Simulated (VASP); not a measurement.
# Ba (a cell with a defect) in VASP: notebook, part 2 of 2

VASP 6.6.1. Earlier steps stand in the parts before.

## 3. Single point, PBEsol

The input, INCAR:

```
PREC = Accurate ; ENCUT = 400
EDIFF = 1E-6 ; ISMEAR = 0
SIGMA = 0.1 ; LREAL = False
LASPH = True ; NELM = 120
ALGO = Normal ; ISIF = 2
LWAVE = False ; LCHARG = True
GGA = PS ; LELF = True
LVHAR = True ; NBANDS = 44
GGA_COMPAT = False
```

The input, KPOINTS:

```
regular mesh
0
Gamma
  1 1 1
```

The input, POSCAR:

```
Ba
1.0
    7.9993000000      0.0000000000      0.0000000000
    0.0000000000      7.9993000000      0.0000000000
    0.0000000000      0.0000000000      7.2110780000
Ba
7
Direct
    0.2500000000      0.2500000000      0.5000000000
    0.2500000000      0.7500000000      0.2423386628
    0.2500000000      0.7500000000      0.7576613372
    0.7500000000      0.2500000000      0.2423386628
    0.7500000000      0.2500000000      0.7576613372
    0.7500000000      0.7500000000      0.2509160212
    0.7500000000      0.7500000000      0.7490839788
```

Potentials or basis: VASP PAW PBE potentials, release 64 (Ba_sv).

The run is started by

```
> cat potpaw_PBE.64/Ba_sv/POTCAR > POTCAR
> mpirun -np 1 vasp_gam > vasp.out
```

OUTCAR:

```text
PREC = Accurate
   ENCUT = 400
   EDIFF = 1E-6
   ISMEAR = 0
   LREAL = False
   LASPH = True
   NELM = 120
   ISIF = 2
   GGA = PS

 ion  position               nearest neighbor table
   1  0.250  0.250  0.500-   2 4.41   3 4.41   4 4.41   5 4.41   2 4.41   3 4.41   4 4.41   5 4.41

   2  0.250  0.750  0.242-   3 3.50   3 3.72   6 4.00   6 4.00   1 4.41   1 4.41
   3  0.250  0.750  0.758-   2 3.50   2 3.72   7 4.00   7 4.00   1 4.41   1 4.41
   4  0.750  0.250  0.242-   5 3.50   5 3.72   6 4.00   6 4.00   1 4.41   1 4.41
   5  0.750  0.250  0.758-   4 3.50   4 3.72   7 4.00   7 4.00   1 4.41   1 4.41
   6  0.750  0.750  0.251-   7 3.59   7 3.62   2 4.00   4 4.00   4 4.00   2 4.00
   7  0.750  0.750  0.749-   6 3.59   6 3.62   5 4.00   3 4.00   5 4.00   3 4.00

  LATTYP: Found a simple tetragonal cell.
 ALAT       =     7.9993000000
 C/A-ratio  =     0.9014636281

  Lattice vectors:

 A1 = (   7.9993000000,   0.0000000000,   0.0000000000)
 A2 = (   0.0000000000,   7.9993000000,   0.0000000000)
 A3 = (   0.0000000000,   0.0000000000,   7.2110780000)

Analysis of symmetry for initial positions (statically):
=====================================================================
 Subroutine PRICEL returns:
 Original cell was already a primitive cell.

 Routine SETGRP: Setting up the symmetry group for a
 simple tetragonal supercell.

 Subroutine GETGRP returns: Found 16 space group operations
 (whereof  4 operations were pure point group operations)
 out of a pool of 16 trial point group operations.

The static configuration has the point symmetry C_2v.
 The point group associated with its full space group is D_4h.

Analysis of symmetry for dynamics (positions and initial velocities):
=====================================================================
 Subroutine PRICEL returns:
 Original cell was already a primitive cell.

 Routine SETGRP: Setting up the symmetry group for a
 simple tetragonal supercell.

 Subroutine GETGRP returns: Found 16 space group operations
 (whereof  4 operations were pure point group operations)
 out of a pool of 16 trial point group operations.

The dynamic configuration has the point symmetry C_2v.
 The point group associated with its full space group is D_4h.

 Subroutine INISYM returns: Found 16 space group operations
 (whereof  4 operations are pure point group operations),
 and found     1 'primitive' translations

----------------------------------------------------------------------------------------

                                     Primitive cell

  volume of cell :     461.4282

  direct lattice vectors                    reciprocal lattice vectors
     7.999300000  0.000000000  0.000000000     0.125010938  0.000000000  0.000000000
     0.000000000  7.999300000  0.000000000     0.000000000  0.125010938  0.000000000
     0.000000000  0.000000000  7.211078000     0.000000000  0.000000000  0.138675521

  length of vectors
     7.999300000  7.999300000  7.211078000     0.125010938  0.125010938  0.138675521

  position of ions in fractional coordinates (direct lattice)
     0.250000000  0.250000000  0.500000000
     0.250000000  0.750000000  0.242338663
     0.250000000  0.750000000  0.757661337
     0.750000000  0.250000000  0.242338663
     0.750000000  0.250000000  0.757661337
     0.750000000  0.750000000  0.250916021
     0.750000000  0.750000000  0.749083979

  ion indices of the primitive-cell ions
   primitive index   ion index
                 1           1
                 2           2
                 3           3
                 4           4
                 5           5
                 6           6
                 7           7

----------------------------------------------------------------------------------------

 KPOINTS: regular mesh

Automatic generation of k-mesh.
 Grid dimensions read from file:
 generate k-points for:    1    1    1

 Generating k-lattice:

  Cartesian coordinates                     Fractional coordinates (reciprocal lattice)
     0.125010938  0.000000000  0.000000000     1.000000000  0.000000000  0.000000000
     0.000000000  0.125010938  0.000000000     0.000000000  1.000000000  0.000000000
     0.000000000  0.000000000  0.138675521     0.000000000  0.000000000  1.000000000

  Length of vectors
     0.125010938  0.125010938  0.138675521

  Shift w.r.t. Gamma in fractional coordinates (k-lattice)
     0.000000000  0.000000000  0.000000000

 Subroutine IBZKPT returns following result:
 ===========================================

 Found      1 irreducible k-points:

 Following reciprocal coordinates:
            Coordinates               Weight
  0.000000  0.000000  0.000000      1.000000
   k-points           NKPTS =      1   k-points in BZ     NKDIM =      1   number of bands    NBANDS=     44
   number of dos      NEDOS =    301   number of ions     NIONS =      7
   total plane-waves  NPLWV = 139968
   dimension x,y,z NGX =    54 NGY =   54 NGZ =   48
   dimension x,y,z NGXF=   108 NGYF=  108 NGZF=   96
   ions per type =               7
   NGX,Y,Z   is equivalent  to a cutoff of  11.22, 11.22, 11.07 a.u.
   NGXF,Y,Z  is equivalent  to a cutoff of  22.45, 22.45, 22.13 a.u.
 SYSTEM =  unknown system
   PREC   = accura    normal or accurate (medium, high low for compatibility)
   ISTART =      0    job   : 0-new  1-cont  2-samecut
   ICHARG =      2    charge: 1-file 2-atom 10-const
   ISPIN  =      1    spin polarized calculation?
   LNONCOLLINEAR =      F non collinear calculations
   LSORBIT =      F    spin-orbit coupling
   LASPH  =      T    aspherical Exc in radial PAW
   ENCUT  =  400.0 eV  29.40 Ry    5.42 a.u.  13.04 13.04 11.76*2*pi/ulx,y,z
   NELM   =    120;   NELMIN=  2; NELMDL= -5     # of ELM steps
   EDIFF  = 0.1E-05   stopping-criterion for ELM
   LREAL  =      F    real-space projection
   EDIFFG = 0.1E-04   stopping-criterion for IOM
   NSW    =      0    number of steps for IOM
   IBRION =     -1    ionic relax: 0-MD 1-quasi-New 2-CG
   NFREE  =      0    steps in history (QN), initial steepest desc. (CG)
   ISIF   =      2    stress and relaxation
   ISYM   =      2    0-nonsym 1-usesym 2-fastsym
   POTIM  = 0.5000    time-step for ionic-motion
   TEBEG  =    0.0;   TEEND  =   0.0 temperature during run
   PSTRESS=    0.0 pullay stress
   NELECT =      70.0000    total number of electrons
   NUPDOWN=      -1.0000    fix difference up-down
   EMIN   =  10.00;   EMAX   =-10.00  energy-range for DOS
   EFERMI =   0.00;   METHOD = LEGACY
   ISMEAR =     0;   SIGMA  =   0.10  broadening in eV -4-tet -1-fermi 0-gaus
   EFERMI_NEDOS =   21; number of points for ismear=-14 and -15
   IALGO  =     38    algorithm
   IMIX   =      4    mixing-type and parameters
     AMIX     =   0.40;   BMIX     =  1.00
     AMIX_MAG =   1.60;   BMIX_MAG =  1.00
  volume/ion in A,a.u.               =      65.92       444.84
  Fermi-wavevector in a.u.,A,eV,Ry     =   0.873118  1.649953 10.372191  0.762335
  Thomas-Fermi vector in A             =   1.992463
   LORBIT       =      0    0 simple, 1 ext, 2 COOP (PROOUT), +10 PAW based schemes
   GGA     = PS    functional components
   LHFCALC =     F    Hartree Fock is set to
   AEXX    =    0.0000 exact exchange contribution
   IVDW    =     0    specifies the selected vdW correction
   LEPSILON=     F    determine dielectric tensor
   LRPA    =     F    only Hartree local field effects (RPA)
 non-spin polarized calculation
 Gauss-broadening in eV      SIGMA  =   0.10
  energy-cutoff  :      400.00
  volume of cell :      461.43
 maximum number of plane-waves:      4200
 NGX is ok and might be reduce to    54
   NGX = 27   NGY = 27   NGZ = 23

 number of electron      69.9999988 magnetization

 Free energy of the ion-electron system (eV)
  ---------------------------------------------------
  ext. energy  EPLUGINS =         0.00000000
  ---------------------------------------------------
  free energy    TOTEN  =       -15.08262660 eV

  energy without entropy =      -14.97454942  energy(sigma->0) =      -15.02858801

 E-fermi :   1.3686     XC(G=0):  -7.2253

 val. band max:        1.3446591479   @ k =   0.0000   0.0000   0.0000
 cond. band min:       1.3932830670   @ k =   0.0000   0.0000   0.0000
 fundamental gap:      0.0486239191
 Fermi energy:         1.3685846134

 k-point     1 :       0.0000    0.0000    0.0000
  band No.  band energies     occupation
      1     -28.3498      2.00000
      2     -27.5323      2.00000
      3     -27.5260      2.00000
      4     -27.3651      2.00000
      5     -27.3590      2.00000
      6     -27.2894      2.00000
[... 36 lines left out ...]
     43       2.2067      0.00000
     44       2.2672      0.00000

------------------------ aborting loop because EDIFF is reached ----------------------------------------

  FORCE on cell =-STRESS in cart. coord.  units (eV):
  Direction    XX          YY          ZZ          XY          YZ          ZX
  --------------------------------------------------------------------------------------
  -------------------------------------------------------------------------------------
  Total       -9.8361385     -9.8361385      2.2978187      0.0000000      0.0000000      0.0000000
  in kB      -34.1531729    -34.1531729      7.9785173      0.0000000      0.0000000      0.0000000
  external PRESSURE =     -20.1092761 kB  Pullay stress =       0.0000000 kB

 VOLUME and BASIS-vectors are now :
 -----------------------------------------------------------------------------
  energy-cutoff  :      400.00
  volume of cell :      461.43
      direct lattice vectors                 reciprocal lattice vectors
     7.999300000  0.000000000  0.000000000     0.125010938  0.000000000  0.000000000
     0.000000000  7.999300000  0.000000000     0.000000000  0.125010938  0.000000000
     0.000000000  0.000000000  7.211078000     0.000000000  0.000000000  0.138675521

 POSITION                                       TOTAL-FORCE (eV/Angst)
 -----------------------------------------------------------------------------------
      1.99982      1.99982      3.60554         0.000000     -0.000000      0.000000
      1.99982      5.99948      1.74752         0.000000      0.000000      0.024011
      1.99982      5.99948      5.46356        -0.000000      0.000000     -0.024011
      5.99948      1.99982      1.74752         0.000000     -0.000000      0.024011
      5.99948      1.99982      5.46356         0.000000     -0.000000     -0.024011
      5.99948      5.99948      1.80938        -0.000000      0.000000      0.001837
      5.99948      5.99948      5.40170         0.000000      0.000000     -0.001837
 -----------------------------------------------------------------------------------
    total drift:                                0.000000      0.000000      0.000000

  FREE ENERGIE OF THE ION-ELECTRON SYSTEM (eV)
  ---------------------------------------------------
  free  energy   TOTEN  =       -15.0826266019 eV

  energy  without entropy=      -14.9745494179  energy(sigma->0) =      -15.02858801
```

Run time: 17 s. Hardware: 1 thread of AMD EPYC 9R45 (Zen 5), shared host; peak memory 0.29 GiB.

Results:

```
Free energy            : -15.0826 eV
Pressure               : -2.0 GPa
Largest force          : 0.024 eV/Å
Band gap on the k mesh : 0.05 eV
```

Forces in eV/Å, atoms in the order of the input:
```
Ba   0.000  0.000  0.000
Ba   0.000  0.000  0.024
Ba   0.000  0.000 -0.024
Ba   0.000  0.000  0.024
Ba   0.000  0.000 -0.024
Ba   0.000  0.000  0.002
Ba   0.000  0.000 -0.002
```

Caveat: the k points lie up to 0.87 Å⁻¹ apart; the PAW data sets were made with another functional, which shifts forces and pressure a little; spin-orbit coupling is left out, which moves the levels of the heavy elements.

## 4. Single point, PBEsol

The input, INCAR:

```
SYSTEM = Ba
  ALGO = Normal
  EDIFF = 1E-6
  ENCUT = 400
  GGA = PS
  GGA_COMPAT = .False.
  ISIF = 2
  ISMEAR = 0
  LASPH = .True.
  LCHARG = .True.
  LELF = .True.
  LREAL = .False.
  LVHAR = .True.
  LWAVE = .False.
  NBANDS = 44
  NELM = 120
  PREC = Accurate
  SIGMA = 0.1
```

The input, KPOINTS:

```
k-points
0
Gamma
  1 1 1
  0 0 0
```

The input, POSCAR:

```
Ba
1.0
    7.9993000000      0.0000000000      0.0000000000
    0.0000000000      7.9993000000      0.0000000000
    0.0000000000      0.0000000000      7.2110780000
Ba
7
Direct
    0.2500000000      0.2500000000      0.2499999307
    0.2500000000      0.7500000000      0.2499999307
    0.2500000000      0.7500000000      0.7499999307
    0.7500000000      0.2500000000      0.2499999307
    0.7500000000      0.2500000000      0.7499999307
    0.7500000000      0.7500000000      0.2499999307
    0.7500000000      0.7500000000      0.7499999307
```

The run is started by

```
> cat potpaw_PBE.64/Ba_sv/POTCAR > POTCAR
> mpirun -np 1 vasp_gam > vasp.out
```

It took 17 s on 1 thread of AMD EPYC 9R45 (Zen 5), shared host; peak memory 0.29 GiB.

It converged, with:

```
Free energy            : -15.6850 eV
Pressure               : -2.0 GPa
Band gap on the k mesh : 0.24 eV
```

Stress tensor (GPa, compression positive):
```
-3.51  0.00  0.00
 0.00 -3.51  0.00
 0.00  0.00  1.08
```

Levels at points of the mesh, in eV from the valence-band top:
```csv
k point,band 31,band 32,band 33,band 34,band 35,band 36,band 37,band 38,band 39,band 40
"(0.00, 0.00, 0.00)",-0.75,-0.61,-0.55,-0.43,0.00,0.24,0.26,0.26,0.32,0.62
```

Caveat: the k points lie up to 0.87 Å⁻¹ apart; the PAW data sets were made with another functional, which shifts forces and pressure a little; spin-orbit coupling is left out, which moves the levels of the heavy elements.
